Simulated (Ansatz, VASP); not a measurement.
**KMnF3 in VASP and in Ansatz**

```
F K Mn
1.0
     4.18690    0.00000    0.00000
     0.00000    4.18690    0.00000
     0.00000    0.00000    4.18690
F K Mn
3 1 1
Cartesian
  2.0934 0.0000 0.0000
  0.0000 2.0934 0.0000
  0.0000 0.0000 2.0934
  2.0934 2.0934 2.0934
  0.0000 0.0000 0.0000
```

Alike in both runs: task single point; functional LDA; k mesh 5 × 5 × 5; occupations fermi-dirac, width 0.05 eV; no spin polarisation.

|  | VASP | Ansatz |
| --- | --- | --- |
| version | VASP 6.6.1 | Ansatz 0.2.0 |
| potentials or method | VASP PAW LDA potentials, release 64 (F, K_sv, Mn_pv), cutoff 600 eV | PAW, plane waves, scalar-relativistic |
| valence electrons in the cell | 43 | 45 |

|  | VASP | Ansatz | Ansatz less VASP |
| --- | --- | --- | --- |
| pressure (GPa) | -15.1 | -15.1 | -0.03 |

LDA's correlation is that of Perdew and Zunger in VASP and of Perdew and Wang (1992) in Ansatz. VASP's potentials hold 43 valence electrons a cell and Ansatz's 45, so a difference there can come from the potentials and not from the codes.
